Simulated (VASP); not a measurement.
Input of a VASP 6.6.1 run:

The input POSCAR:

```
GaN
1.0
    3.1799996605      0.0000000000      0.0000000000
   -1.5899998303      2.7815000949      0.0000000000
    0.0000000000      0.0000000000      5.1660000000
Ga N
2 2
Direct
    0.3333333333      0.6666666667      0.0000000000
    0.6666666667      0.3333333333      0.5000000000
    0.3333333333      0.6666666667      0.3750000000
    0.6666666667      0.3333333333      0.8750000000
```

INCAR.step1

```
SYSTEM = GaN
ALGO = Normal
EDIFF = 1E-4
ENCUT = 520
GGA = PE
ISMEAR = 0
LASPH = .TRUE.
LCHARG = .FALSE.
LREAL = .FALSE.
LWAVE = .TRUE.
NBANDS = 26
NELM = 80
PREC = Accurate
SIGMA = 0.05
```

The input INCAR.step2:

```
SYSTEM = GaN
ALGO = Normal
EDIFF = 1E-6
ENCUT = 520
ISIF = 2
ISMEAR = 0
ISTART = 1
LASPH = .TRUE.
LCHARG = .FALSE.
LMIXTAU = .TRUE.
LREAL = .FALSE.
LWAVE = .FALSE.
METAGGA = R2SCAN
NBANDS = 26
NELM = 80
PREC = Accurate
SIGMA = 0.05
```

Contents of KPOINTS:

```
k-points
0
G
  12 12 6
  0 0 0
```

Potentials or basis: VASP PAW PBE potentials, release 64 (Ga_d, N).

Launch:

```sh
$ cat potpaw_PBE.64/Ga_d/POTCAR potpaw_PBE.64/N/POTCAR > POTCAR
$ cp INCAR.step1 INCAR
$ mpirun -np 1 vasp_std > vasp.out
$ cp INCAR.step2 INCAR
$ mpirun -np 1 vasp_std > vasp.out
```

Problem. Predict the band gap on the k mesh.

Solution. 2.30 eV, direct.

Problem. Estimate the largest force.

Solution. 0.210 eV/Å.

Problem. Predict the pressure.

Solution. 0.2 GPa.

Forces in eV/Å, atoms in the order of the input:
```
Ga   0.000  0.073 -0.189
Ga   0.000 -0.073 -0.189
N    0.000  0.090  0.189
N    0.000 -0.090  0.189
```

Caveat: the cell differs from its parent crystal (strain +0.0100 x Voigt [0, 1, 0, 0, 0, 0]); the PAW data sets were made with another functional, which shifts forces and pressure a little.
